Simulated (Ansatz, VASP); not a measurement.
**Rb: VASP beside Ansatz**

```xyz
2
Lattice="5.1007 0.0000 0.0000 -2.5504 4.4173 0.0000 0.0000 0.0000 8.4465" Properties=species:S:1:pos:R:3 pbc="T T T"
Rb    0.0000    2.9449    2.1116
Rb    2.5504    1.4724    6.3349
```

Change from the starting cell: volume scaled by 1.04, PAW files.

Alike in both runs: task electric field gradients; functional PBE; k mesh 11 × 11 × 6; occupations fermi-dirac, width 0.03 eV; no spin polarisation.

|  | VASP | Ansatz |
| --- | --- | --- |
| version | VASP 6.6.1 | Ansatz 0.2.0 |
| potentials or method | VASP PAW PBE potentials, release 64 (Rb_sv) | PAW with Ansatz's default frozen-core files, scalar-relativistic |
| plane-wave cutoff (eV) | 520 | 420 |
| valence electrons in the cell | 18 | 18 |

Ansatz gave:

- pressure (GPa): -0.1
- size of Vzz on the site where it differs most (V/Å²): 1.4

Question: Estimate VASP's values.

Answer: Pressure (GPa): -0.1; size of Vzz on the site where it differs most (V/Å²): 1.3.
